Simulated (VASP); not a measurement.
# Ti in VASP: a series of runs, part 2 of 2

VASP 6.6.1.

### 3 Single point, LDA (zz strain of -1 %)

Input file INCAR:

```
SYSTEM = Ti
PREC = Accurate
ENCUT = 500
EDIFF = 1E-6
ISMEAR = -1
SIGMA = 0.05
LREAL = .False.
LASPH = .True.
NELM = 120
ALGO = Normal
ISIF = 2
LWAVE = .False.
LCHARG = .False.
GGA = CA
NBANDS = 12
GGA_COMPAT = .False.
```

Input file KPOINTS:

```
regular mesh
0
Gamma
  15 15 15
  0 0 0
```

Input file POSCAR:

```
Ti
1.0
    0.0000000000      2.0300000000      2.0097000000
    2.0300000000      0.0000000000      2.0097000000
    2.0300000000      2.0300000000      0.0000000000
Ti
1
Direct
    0.0000000000      0.0000000000      0.0000000000
```

Potentials or basis: VASP PAW LDA potentials, release 64 (Ti_sv).

Command:

```bash
cat potpaw_LDA.64/Ti_sv/POTCAR > POTCAR
mpirun -np 1 vasp_std > vasp.out
```

Run time: 37 s. Hardware: 1 thread of Intel Xeon Platinum 8259CL at 2.50GHz (Skylake/Cascade Lake), shared host; peak memory 0.17 GiB.

It converged, with:

| Property | Result |
| --- | --- |
| Free energy | -8.4985 eV |
| Pressure | -3.9 GPa |
| Band gap on the k mesh | zero (bands 6 and 7 overlap by 1.15 eV) |

Stress tensor (GPa, compression positive):
```
-4.08  0.00  0.00
 0.00 -4.08  0.00
 0.00  0.00 -3.69
```

Levels at points of the mesh, in eV from the Fermi level:
```csv
k point,band 2,band 3,band 4,band 5,band 6,band 7,band 8,band 9,band 10,band 11
"(0.00, 0.00, 0.00)",-32.12,-32.12,-32.12,-6.13,0.84,0.84,0.92,2.53,2.63,15.61
```

Caveat: the cell differs from its parent crystal (zz strain of -1 %); the cell stands under tension.

### 4 Single point, LDA (zz strain of +2 %)

Input file INCAR:

```
  PREC = Accurate
  ENCUT = 500
  EDIFF = 1E-6
  ISMEAR = -1
  SIGMA = 0.05
  LREAL = F
  LASPH = T
  NELM = 120
  ALGO = Normal
  ISIF = 2
  LWAVE = F
  LCHARG = F
  NBANDS = 12
  GGA_COMPAT = F
```

Input file KPOINTS:

```
Automatic mesh
0
Gamma
  15 15 15
```

Input file POSCAR:

```
Ti
1.0
    0.0000000000      2.0300000000      2.0706000000
    2.0300000000      0.0000000000      2.0706000000
    2.0300000000      2.0300000000      0.0000000000
Ti
1
Direct
    0.0000000000      0.0000000000      0.0000000000
```

Potentials or basis: VASP PAW LDA potentials, release 64 (Ti_sv).

Command:

```bash
cat potpaw_LDA.64/Ti_sv/POTCAR > POTCAR
mpirun -np 1 vasp_std > vasp.out
```

OUTCAR:

```text
PREC = Accurate
   ENCUT = 500
   EDIFF = 1E-6
   ISMEAR = -1
   LREAL = F
   LASPH = T
   NELM = 120
   ISIF = 2

 ion  position               nearest neighbor table
   1  0.000  0.000  0.000-

  LATTYP: Found a body centered tetragonal cell.
 ALAT       =     2.8708535316
 C/A-ratio  =     1.4424978336

  Lattice vectors:

 A1 = (  -2.0300000000,   0.0000000000,   2.0706000000)
 A2 = (   2.0300000000,   0.0000000000,   2.0706000000)
 A3 = (   0.0000000000,   2.0300000000,  -2.0706000000)

Analysis of symmetry for initial positions (statically):
=====================================================================
 Subroutine PRICEL returns:
 Original cell was already a primitive cell.

 Routine SETGRP: Setting up the symmetry group for a
 body centered tetragonal supercell.

 Subroutine GETGRP returns: Found 16 space group operations
 (whereof 16 operations were pure point group operations)
 out of a pool of 16 trial point group operations.

The static configuration has the point symmetry D_4h.

Analysis of symmetry for dynamics (positions and initial velocities):
[... 168 lines left out ...]
      3     -24.0287      2.00000
      4     -24.0287      2.00000
      5       2.1131      2.00000
      6       8.9172      0.00000
      7       9.0790      0.00000
      8       9.0790      0.00000
      9      10.5701      0.00000
     10      10.7597      0.00000
     11      23.6225      0.00000
     12      27.7845      0.00000
[... 331 lines left out ...]
 k-point    24 :       0.2000    0.1333    0.0000
  band No.  band energies     occupation
      1     -47.7759      2.00000
      2     -24.2383      2.00000
      3     -24.0893      2.00000
      4     -24.0867      2.00000
      5       3.3227      2.00000
      6       8.1733      0.97958
      7       9.4673      0.00000
      8       9.6022      0.00000
      9       9.9617      0.00000
     10      10.9925      0.00000
     11      24.1303      0.00000
     12      24.8365      0.00000

 [... further k-points ...]

------------------------ aborting loop because EDIFF is reached ----------------------------------------

  FORCE on cell =-STRESS in cart. coord.  units (eV):
  Direction    XX          YY          ZZ          XY          YZ          ZX
  --------------------------------------------------------------------------------------
  -------------------------------------------------------------------------------------
  Total       -0.7239836     -0.7239836     -0.7893511      0.0000000      0.0000000      0.0000000
  in kB      -67.9705889    -67.9705889    -74.1075619      0.0000000      0.0000000      0.0000000
  external PRESSURE =     -70.0162466 kB  Pullay stress =       0.0000000 kB

 VOLUME and BASIS-vectors are now :
 -----------------------------------------------------------------------------
  energy-cutoff  :      500.00
  volume of cell :       17.07
      direct lattice vectors                 reciprocal lattice vectors
     0.000000000  2.030000000  2.070600000    -0.246305419  0.246305419  0.241475901
     2.030000000  0.000000000  2.070600000     0.246305419 -0.246305419  0.241475901
     2.030000000  2.030000000  0.000000000     0.246305419  0.246305419 -0.241475901

 POSITION                                       TOTAL-FORCE (eV/Angst)
 -----------------------------------------------------------------------------------
      0.00000      0.00000      0.00000        -0.000000      0.000000      0.000000
 -----------------------------------------------------------------------------------
    total drift:                                0.000000      0.000000      0.000000

  FREE ENERGIE OF THE ION-ELECTRON SYSTEM (eV)
  ---------------------------------------------------
  free  energy   TOTEN  =        -8.4812446097 eV

  energy  without entropy=       -8.4666405236  energy(sigma->0) =       -8.47394257
```

Wall time 50 s (1 thread of Intel Xeon Platinum 8259CL at 2.50GHz (Skylake/Cascade Lake), shared host); peak memory 0.16 GiB.

Results:

```
Free energy            : -8.4812 eV
Pressure               : -7.0 GPa
Band gap on the k mesh : zero (bands 6 and 7 overlap by 1.08 eV)
```

Stress tensor (GPa, compression positive):
```
-6.80  0.00  0.00
 0.00 -6.80  0.00
 0.00  0.00 -7.41
```

Caveat: the cell differs from its parent crystal (zz strain of +2 %); the cell stands under tension.

### 5 Single point, LDA (15.74 Å³/atom)

This run uses another cell than the first one, of 15.74 Å³/atom.

Input file INCAR:

```
SYSTEM = Ti
ALGO = Normal
EDIFF = 1E-6
ENCUT = 500
GGA = CA
GGA_COMPAT = .False.
ISIF = 2
ISMEAR = -1
LASPH = .True.
LCHARG = .False.
LREAL = .False.
LWAVE = .False.
NBANDS = 12
NELM = 120
PREC = Accurate
SIGMA = 0.05
```

Input file KPOINTS:

```
k-points
0
Gamma
  15 15 15
  0 0 0
```

Input file POSCAR:

```
Ti
1.0
    0.0000000000      1.9889123197      1.9889123197
    1.9889123197      0.0000000000      1.9889123197
    1.9889123197      1.9889123197      0.0000000000
Ti
1
Direct
    0.0000000000      0.0000000000      0.0000000000
```

Command:

```bash
cat potpaw_LDA.64/Ti_sv/POTCAR > POTCAR
mpirun -np 1 vasp_std > vasp.out
```

It took 18 s on 1 thread of Intel Xeon 8259CL, shared host; peak memory 0.14 GiB.

Results (log left out):

- Free energy: -8.5034 eV
- Pressure: 2.1 GPa
- Band gap on the k mesh: zero (bands 6 and 7 overlap by 1.23 eV)

Levels at points of the mesh, in eV from the Fermi level:
| k point | band 4 | band 5 | band 6 | band 7 | band 8 | band 9 |
| --- | --- | --- | --- | --- | --- | --- |
| (0.00, 0.00, 0.00) | -31.97 | -6.24 | 0.89 | 0.89 | 0.89 | 2.73 |

### 6 Single point, LDA (15.73 Å³/atom)

This run uses another cell than the first one, of 15.73 Å³/atom.

Input file INCAR:

```
SYSTEM = Ti
PREC = Accurate ; ENCUT = 500
EDIFF = 1E-6 ; ISMEAR = -1
SIGMA = 0.05 ; LREAL = .FALSE.
LASPH = .TRUE. ; NELM = 120
ALGO = Normal ; ISIF = 2
LWAVE = .FALSE. ; LCHARG = .FALSE.
GGA = CA ; NBANDS = 12
GGA_COMPAT = .FALSE.
```

Input file KPOINTS:

```
Automatic mesh
0
G
  15 15 15
  0 0 0
```

Input file POSCAR:

```
Ti
1.0
    0.0000000000      1.9885598007      1.9885598007
    1.9885598007      0.0000000000      1.9885598007
    1.9885598007      1.9885598007      0.0000000000
Ti
1
Direct
    0.0000000000      0.0000000000      0.0000000000
```

Potentials or basis: VASP PAW LDA potentials, release 64 (Ti_sv).

Command:

```bash
cat potpaw_LDA.64/Ti_sv/POTCAR > POTCAR
mpirun -np 1 vasp_std > vasp.out
```

It took 18 s on 1 thread of Intel Xeon 8259CL, shared host; peak memory 0.14 GiB.

Results (log left out):

```yaml
Free_energy: -8.5032 eV
Pressure: 2.2 GPa
Band_gap_on_the_k_mesh: zero (bands 6 and 7 overlap by 1.23 eV)
```

Levels at points of the mesh, in eV from the Fermi level:
```tsv
k point	band 2	band 3	band 4	band 5	band 6	band 7	band 8	band 9	band 10	band 11
(0.00, 0.00, 0.00)	-31.97	-31.97	-31.97	-6.24	0.89	0.89	0.89	2.73	2.73	15.89
```

### 7 Overview

```csv
cell,gap on the mesh (eV),pressure (GPa)
"a = 2.828, b = 2.828, c = 2.871 Å, angles 59.5, 59.5, 61.0°, 1 atom",none,-1.7
"a = 2.857, b = 2.857, c = 2.871 Å, angles 59.8, 59.8, 60.3°, 1 atom",none,-3.9
"a = 2.900, b = 2.900, c = 2.871 Å, angles 60.3, 60.3, 59.3°, 1 atom",none,-7.0
"a = 2.813 Å, angles 60.0°, 1 atom",none,2.1
"a = 2.812 Å, angles 60.0°, 1 atom",none,2.2
```

Alike in all rows: task single point; level LDA; potentials or basis VASP PAW LDA potentials, release 64 (Ti_sv); no spin polarisation; k mesh 15 × 15 × 15; cutoff (eV) 500; smearing fermi-dirac 0.05 eV.

Caveats: the cell stands under tension (at least some runs).

Total energies depend on the potentials used, so only differences within one code and one set of settings carry meaning.
